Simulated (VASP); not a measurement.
# Ga2O3 (d3) (R-3c) in VASP: a series of runs

The runs below take Ga2O3 (d3) through single point, with PBE+D3(BJ).

Everything below comes from runs of VASP 6.6.1. Logs are shortened: lines on timing, memory, paths and dates and some standing lists are left out, and cuts for length are marked.

### Step 1. The cell of the first run

It takes space group R-3c (No. 167, trigonal). The conventional cell has a = 4.999 Å, b = 4.999 Å, c = 13.501 Å, α = 90.00°, β = 90.00°, γ = 120.00°. Ga (site symmetry 3) has 6 O at 1.93 to 2.08 Å within 2.6 Å. Within 2.6 Å of O (site symmetry 2) lie 4 Ga at 1.93 to 2.08 Å.

### Step 2. Single point, PBE+D3(BJ)

Input file INCAR:

```
SYSTEM = Ga2O3
PREC     = Accurate       ! precision mode
ENCUT    = 600            ! plane-wave cutoff, eV
EDIFF    = 1E-6           ! SCF threshold, eV
ISMEAR   = 0              ! smearing method
SIGMA    = 0.1            ! smearing width, eV
LREAL    = .FALSE.        ! projectors in reciprocal space
LASPH    = .TRUE.         ! aspherical terms in the spheres
NELM     = 120            ! most SCF steps
ALGO     = Normal         ! electronic algorithm
ISIF     = 2              ! what is computed and relaxed
LWAVE    = .FALSE.        ! write WAVECAR
LCHARG   = .FALSE.        ! write CHGCAR
GGA      = PE             ! functional
IVDW     = 12             ! dispersion correction
NBANDS   = 55             ! bands
GGA_COMPAT= .FALSE.
```

Input file KPOINTS:

```
regular mesh
0
G
  6 6 6
  0 0 0
```

Input file POSCAR:

```
Ga2O3
1.0
    2.4997250000      1.4432169000      4.5003166700
   -2.4997250000      1.4432169000      4.5003166700
    0.0000000000     -2.8864338000      4.5003166700
Ga O
4 6
Direct
    0.8559600000      0.8559600000      0.8559600000
    0.6440400000      0.6440400000      0.6440400000
    0.1440400000      0.1440400000      0.1440400000
    0.3559600000      0.3559600000      0.3559600000
    0.0526000000      0.4474000000      0.7500000000
    0.7500000000      0.0526000000      0.4474000000
    0.4474000000      0.7500000000      0.0526000000
    0.9474000000      0.5526000000      0.2500000000
    0.2500000000      0.9474000000      0.5526000000
    0.5526000000      0.2500000000      0.9474000000
```

Potentials or basis: VASP PAW PBE potentials, release 64 (Ga_d, O).

Command:

```console
$ cat potpaw_PBE.64/Ga_d/POTCAR potpaw_PBE.64/O/POTCAR > POTCAR
$ mpirun -np 1 vasp_std > vasp.out
```

OUTCAR:

```text
SYSTEM = Ga2O3
   PREC = Accurate
   ENCUT = 600
   EDIFF = 1E-6
   ISMEAR = 0
   LREAL = .FALSE.
   LASPH = .TRUE.
   NELM = 120
   ISIF = 2
   GGA = PE
   IVDW = 12
 IVDW          = 12

 ion  position               nearest neighbor table
   1  0.856  0.856  0.856-   9 1.93   8 1.93  10 1.93   7 2.08   6 2.08   5 2.08   2 2.86
   2  0.644  0.644  0.644-  10 1.93   8 1.93   9 1.93   6 2.08   7 2.08   5 2.08   1 2.86
   3  0.144  0.144  0.144-   6 1.93   5 1.93   7 1.93  10 2.08   9 2.08   8 2.08   4 2.86
   4  0.356  0.356  0.356-   7 1.93   5 1.93   6 1.93   9 2.08  10 2.08   8 2.08   3 2.86
   5  0.053  0.447  0.750-   3 1.93   4 1.93   1 2.08   2 2.08
   6  0.750  0.053  0.447-   3 1.93   4 1.93   2 2.08   1 2.08
   7  0.447  0.750  0.053-   4 1.93   3 1.93   1 2.08   2 2.08
   8  0.947  0.553  0.250-   1 1.93   2 1.93   3 2.08   4 2.08
   9  0.250  0.947  0.553-   1 1.93   2 1.93   4 2.08   3 2.08
  10  0.553  0.250  0.947-   2 1.93   1 1.93   3 2.08   4 2.08

  LATTYP: Found a trigonal (rhomboedric) cell.
 ALAT       =     5.3464334118
 COS(alpha) =     0.5627939752

  Lattice vectors:

 A1 = (   2.4997250000,   1.4432169000,   4.5003166700)
 A2 = (  -2.4997250000,   1.4432169000,   4.5003166700)
 A3 = (   0.0000000000,  -2.8864338000,   4.5003166700)

Analysis of symmetry for initial positions (statically):
=====================================================================
 Subroutine PRICEL returns:
 Original cell was already a primitive cell.

 Routine SETGRP: Setting up the symmetry group for a
 trigonal (rhombohedral) supercell.

 Subroutine GETGRP returns: Found 12 space group operations
 (whereof  6 operations were pure point group operations)
 out of a pool of 12 trial point group operations.

The static configuration has the point symmetry S_6 .
 The point group associated with its full space group is D_3d.

Analysis of symmetry for dynamics (positions and initial velocities):
=====================================================================
 Subroutine PRICEL returns:
 Original cell was already a primitive cell.

 Routine SETGRP: Setting up the symmetry group for a
 trigonal (rhombohedral) supercell.

 Subroutine GETGRP returns: Found 12 space group operations
 (whereof  6 operations were pure point group operations)
 out of a pool of 12 trial point group operations.

The dynamic configuration has the point symmetry S_6 .
 The point group associated with its full space group is D_3d.

 Subroutine INISYM returns: Found 12 space group operations
 (whereof  6 operations are pure point group operations),
 and found     1 'primitive' translations

----------------------------------------------------------------------------------------

                                     Primitive cell

  volume of cell :      97.4133

  direct lattice vectors                    reciprocal lattice vectors
     2.499725000  1.443216900  4.500316670     0.200022002  0.115482757  0.074068862
    -2.499725000  1.443216900  4.500316670    -0.200022002  0.115482757  0.074068862
     0.000000000 -2.886433800  4.500316670     0.000000000 -0.230965514  0.074068862

  length of vectors
     5.346433412  5.346433412  5.346433410     0.242551572  0.242551572  0.242551572

  position of ions in fractional coordinates (direct lattice)
     0.855960000  0.855960000  0.855960000
     0.644040000  0.644040000  0.644040000
     0.144040000  0.144040000  0.144040000
     0.355960000  0.355960000  0.355960000
     0.052600000  0.447400000  0.750000000
     0.750000000  0.052600000  0.447400000
     0.447400000  0.750000000  0.052600000
     0.947400000  0.552600000  0.250000000
     0.250000000  0.947400000  0.552600000
     0.552600000  0.250000000  0.947400000

  ion indices of the primitive-cell ions
   primitive index   ion index
                 1           1
                 2           2
                 3           3
                 4           4
                 5           5
                 6           6
                 7           7
                 8           8
                 9           9
                10          10

----------------------------------------------------------------------------------------

 KPOINTS: regular mesh

Automatic generation of k-mesh.
 Grid dimensions read from file:
 generate k-points for:    6    6    6

 Generating k-lattice:

  Cartesian coordinates                     Fractional coordinates (reciprocal lattice)
     0.033337000  0.019247126  0.012344810     0.166666667 -0.000000000  0.000000000
    -0.033337000  0.019247126  0.012344810    -0.000000000  0.166666667  0.000000000
     0.000000000 -0.038494252  0.012344810     0.000000000  0.000000000  0.166666667

  Length of vectors
     0.040425262  0.040425262  0.040425262

  Shift w.r.t. Gamma in fractional coordinates (k-lattice)
     0.000000000  0.000000000  0.000000000

 Subroutine IBZKPT returns following result:
 ===========================================

 Found     32 irreducible k-points:

 Following reciprocal coordinates:
            Coordinates               Weight
  0.000000  0.000000  0.000000      1.000000
  0.166667  0.000000 -0.000000      6.000000
  0.333333  0.000000  0.000000      6.000000
  0.500000  0.000000  0.000000      3.000000
  0.166667  0.166667 -0.000000      6.000000
  0.333333  0.166667  0.000000     12.000000
[... 16 lines left out ...]
  0.500000  0.500000  0.166667      6.000000
 -0.333333  0.500000  0.166667     12.000000
 [... further k-points ...]
   k-points           NKPTS =     32   k-points in BZ     NKDIM =     32   number of bands    NBANDS=     55
   number of dos      NEDOS =    301   number of ions     NIONS =     10
   total plane-waves  NPLWV = 110592
   dimension x,y,z NGX =    48 NGY =   48 NGZ =   48
   dimension x,y,z NGXF=    96 NGYF=   96 NGZF=   96
   ions per type =               4   6
   NGX,Y,Z   is equivalent  to a cutoff of  14.93, 14.93, 14.93 a.u.
   NGXF,Y,Z  is equivalent  to a cutoff of  29.85, 29.85, 29.85 a.u.
 SYSTEM =  Ga2O3
   PREC   = accura    normal or accurate (medium, high low for compatibility)
   ISTART =      0    job   : 0-new  1-cont  2-samecut
   ICHARG =      2    charge: 1-file 2-atom 10-const
   ISPIN  =      1    spin polarized calculation?
   LNONCOLLINEAR =      F non collinear calculations
   LSORBIT =      F    spin-orbit coupling
   LASPH  =      T    aspherical Exc in radial PAW
   ENCUT  =  600.0 eV  44.10 Ry    6.64 a.u.  10.68 10.68 10.68*2*pi/ulx,y,z
   NELM   =    120;   NELMIN=  2; NELMDL= -5     # of ELM steps
   EDIFF  = 0.1E-05   stopping-criterion for ELM
   LREAL  =      F    real-space projection
   EDIFFG = 0.1E-04   stopping-criterion for IOM
   NSW    =      0    number of steps for IOM
   IBRION =     -1    ionic relax: 0-MD 1-quasi-New 2-CG
   NFREE  =      0    steps in history (QN), initial steepest desc. (CG)
   ISIF   =      2    stress and relaxation
   ISYM   =      2    0-nonsym 1-usesym 2-fastsym
   POTIM  = 0.5000    time-step for ionic-motion
   TEBEG  =    0.0;   TEEND  =   0.0 temperature during run
   PSTRESS=    0.0 pullay stress
   NELECT =      88.0000    total number of electrons
   NUPDOWN=      -1.0000    fix difference up-down
   EMIN   =  10.00;   EMAX   =-10.00  energy-range for DOS
   EFERMI =   0.00;   METHOD = LEGACY
   ISMEAR =     0;   SIGMA  =   0.10  broadening in eV -4-tet -1-fermi 0-gaus
   EFERMI_NEDOS =   21; number of points for ismear=-14 and -15
   IALGO  =     38    algorithm
   IMIX   =      4    mixing-type and parameters
     AMIX     =   0.40;   BMIX     =  1.00
     AMIX_MAG =   1.60;   BMIX_MAG =  1.00
  volume/ion in A,a.u.               =       9.74        65.74
  Fermi-wavevector in a.u.,A,eV,Ry     =   1.582570  2.990624 34.076181  2.504529
  Thomas-Fermi vector in A             =   2.682473
   LORBIT       =      0    0 simple, 1 ext, 2 COOP (PROOUT), +10 PAW based schemes
   GGA     = PE    functional components
   LHFCALC =     F    Hartree Fock is set to
   AEXX    =    0.0000 exact exchange contribution
   IVDW    =    12    specifies the selected vdW correction
   LEPSILON=     F    determine dielectric tensor
   LRPA    =     F    only Hartree local field effects (RPA)
 non-spin polarized calculation
 Gauss-broadening in eV      SIGMA  =   0.10
  energy-cutoff  :      600.00
  volume of cell :       97.41
 maximum number of plane-waves:      3270
 NGX is ok and might be reduce to    48
   NGX = 21   NGY = 21   NGZ = 21

 number of electron      87.9999994 magnetization

 Free energy of the ion-electron system (eV)
  ---------------------------------------------------
  ext. energy  EPLUGINS =         0.00000000
  ---------------------------------------------------
  free energy    TOTEN  =       -59.31664789 eV

  energy without entropy =      -59.31664789  energy(sigma->0) =      -59.31664789

 E-fermi :   4.9526     XC(G=0): -12.1427

 val. band max:        4.4441410448   @ k =  -0.1667   0.1667   0.0000
 cond. band min:       7.1742338595   @ k =   0.0000   0.0000   0.0000
 fundamental gap:      2.7300928147
 Fermi energy:         4.9525998084

 k-point     1 :       0.0000    0.0000    0.0000
  band No.  band energies     occupation
      1     -14.4923      2.00000
      2     -12.5095      2.00000
      3     -12.5095      2.00000
      4     -12.5027      2.00000
      5     -12.4651      2.00000
      6     -12.4651      2.00000
[... 47 lines left out ...]
     54      15.5453      0.00000
     55      16.7080      0.00000

 k-point     2 :       0.1667    0.0000   -0.0000
  band No.  band energies     occupation
      1     -14.3680      2.00000
      2     -12.6480      2.00000
      3     -12.5235      2.00000
      4     -12.5182      2.00000
      5     -12.4748      2.00000
      6     -12.4629      2.00000
[... 47 lines left out ...]
     54      16.1674      0.00000
     55      16.5254      0.00000
[... 1216 lines left out ...]
     54      16.6059      0.00000
     55      16.7380      0.00000

 k-point    24 :      -0.3333    0.5000    0.1667
  band No.  band energies     occupation
      1     -13.4731      2.00000
      2     -13.1658      2.00000
      3     -12.8577      2.00000
      4     -12.7328      2.00000
      5     -12.5069      2.00000
      6     -12.4637      2.00000
[... 47 lines left out ...]
     54      16.4372      0.00000
     55      16.7586      0.00000

 [... further k-points ...]

------------------------ aborting loop because EDIFF is reached ----------------------------------------

 Edisp (eV)   -2.14358

 E8    (eV) :    -0.8387

  FORCE on cell =-STRESS in cart. coord.  units (eV):
  Direction    XX          YY          ZZ          XY          YZ          ZX
  --------------------------------------------------------------------------------------
  -------------------------------------------------------------------------------------
  Total       2.86562     2.86562     1.81474     0.00000    -0.00000     0.00000
  in kB      47.13151    47.13151    29.84740     0.00000    -0.00000     0.00000
  external pressure =       41.37 kB  Pullay stress =        0.00 kB

 VOLUME and BASIS-vectors are now :
 -----------------------------------------------------------------------------
  energy-cutoff  :      600.00
  volume of cell :       97.41
      direct lattice vectors                 reciprocal lattice vectors
     2.499725000  1.443216900  4.500316670     0.200022002  0.115482757  0.074068862
    -2.499725000  1.443216900  4.500316670    -0.200022002  0.115482757  0.074068862
     0.000000000 -2.886433800  4.500316670     0.000000000 -0.230965514  0.074068862

 POSITION                                       TOTAL-FORCE (eV/Angst)
 -----------------------------------------------------------------------------------
      0.00000      0.00000     11.55627        -0.000000     -0.000000     -0.004242
      0.00000      0.00000      8.69515        -0.000000     -0.000000      0.004242
      0.00000      0.00000      1.94468        -0.000000     -0.000000      0.004242
      0.00000      0.00000      4.80580        -0.000000     -0.000000     -0.004242
     -0.98689     -1.44322      5.62540         0.050617     -0.000000      0.000000
      1.74331     -0.13306      5.62540        -0.025308      0.043836      0.000000
     -0.75642      1.57628      5.62540        -0.025308     -0.043836      0.000000
      0.98689      1.44322      7.87555        -0.050617     -0.000000      0.000000
     -1.74331      0.13306      7.87555         0.025308     -0.043836      0.000000
      0.75642     -1.57628      7.87555         0.025308      0.043836      0.000000
 -----------------------------------------------------------------------------------
    total drift:                                0.000000      0.000000     -0.000000

  FREE ENERGIE OF THE ION-ELECTRON SYSTEM (eV)
  ---------------------------------------------------
  free  energy   TOTEN  =       -61.4602276861 eV

  energy  without entropy=      -61.4602276861  energy(sigma->0) =      -61.46022769
```

It took 8.6 min on 1 thread of AMD EPYC 7R43 (Zen 3), shared host; peak memory 0.35 GiB.

What came out:

```
Free energy                : -61.4602 eV
Pressure                   : 4.1 GPa
Largest force              : 0.051 eV/Å
Band gap on the k mesh     : 2.73 eV, indirect (least direct gap 2.97 eV)
Dispersion energy per atom : -0.214 eV
```

Forces on the atoms (eV/Å):
```
Ga   0.000  0.000 -0.004
Ga   0.000  0.000  0.004
Ga   0.000  0.000  0.004
Ga   0.000  0.000 -0.004
O    0.051  0.000  0.000
O   -0.025  0.044  0.000
O   -0.025 -0.044  0.000
O   -0.051  0.000  0.000
O    0.025 -0.044  0.000
O    0.025  0.044  0.000
```

### Step 3. Single point, PBE+D3(BJ)

This run uses another cell than the first one, of 9.89 Å³/atom, 1.016 times its volume.

Input file INCAR:

```
  ALGO = Normal
  EDIFF = 1E-6
  ENCUT = 600
  GGA = PE
  GGA_COMPAT = F
  ISIF = 2
  ISMEAR = 0
  IVDW = 12
  LASPH = T
  LCHARG = F
  LREAL = F
  LWAVE = F
  NBANDS = 55
  NELM = 120
  PREC = Accurate
  SIGMA = 0.02
```

Input file KPOINTS:

```
k-points
0
Gamma
  6 6 6
```

Input file POSCAR:

```
Ga2O3
1.0
    2.5161798612      1.4527171202      4.5105643663
   -2.5161798612      1.4527171202      4.5105643663
    0.0000000000     -2.9054342404      4.5105643663
Ga O
4 6
Direct
    0.8559057805      0.8559057805      0.8559057805
    0.6440942195      0.6440942195      0.6440942195
    0.1440942195      0.1440942195      0.1440942195
    0.3559057805      0.3559057805      0.3559057805
    0.0531600763      0.4468399237      0.7500000000
    0.7500000000      0.0531600763      0.4468399237
    0.4468399237      0.7500000000      0.0531600763
    0.9468399237      0.5531600763      0.2500000000
    0.2500000000      0.9468399237      0.5531600763
    0.5531600763      0.2500000000      0.9468399237
```

Potentials or basis: VASP PAW PBE potentials, release 64 (Ga_d, O).

Command:

```console
$ cat potpaw_PBE.64/Ga_d/POTCAR potpaw_PBE.64/O/POTCAR > POTCAR
$ mpirun -np 1 vasp_std > vasp.out
```

Wall time 7.8 min (1 thread of AMD EPYC 7R43 (Zen 3), shared host); peak memory 0.35 GiB.

The run converged. Its results:

- Free energy: -61.4889 eV
- Pressure: 0.7 GPa
- Largest force: 0.014 eV/Å
- Band gap on the k mesh: 2.56 eV, indirect (least direct gap 2.81 eV)
- Dispersion energy per atom: -0.211 eV

Forces on the atoms (eV/Å):
```
Ga   0.000  0.000  0.014
Ga   0.000  0.000 -0.014
Ga   0.000  0.000 -0.014
Ga   0.000  0.000  0.014
O    0.003  0.000  0.000
O   -0.002  0.003  0.000
O   -0.002 -0.003  0.000
O   -0.003  0.000  0.000
O    0.002 -0.003  0.000
O    0.002  0.003  0.000
```

Stress tensor (GPa, compression positive):
```
0.75 0.00 0.00
0.00 0.75 0.00
0.00 0.00 0.63
```

Levels at points of the mesh, in eV from the valence-band top:
| k point | band 40 | band 41 | band 42 | band 43 | band 44 | band 45 | band 46 | band 47 | band 48 | band 49 |
| --- | --- | --- | --- | --- | --- | --- | --- | --- | --- | --- |
| (0.00, 0.00, 0.00) | -0.32 | -0.32 | -0.31 | -0.24 | -0.24 | 2.56 | 6.46 | 6.66 | 8.66 | 10.01 |
| (0.50, 0.00, 0.00) | -1.18 | -0.95 | -0.95 | -0.15 | -0.15 | 6.18 | 6.18 | 6.52 | 6.52 | 9.74 |
| (0.50, 0.50, 0.00) | -1.00 | -0.84 | -0.69 | -0.25 | -0.15 | 6.30 | 6.51 | 7.38 | 7.45 | 8.59 |
| (0.50, 0.50, 0.50) | -1.44 | -0.30 | -0.30 | -0.30 | -0.30 | 5.64 | 5.64 | 7.64 | 7.64 | 9.29 |

A k mesh can miss the band edges. A hybrid or GW would open this gap; PBE tends to underestimate it.
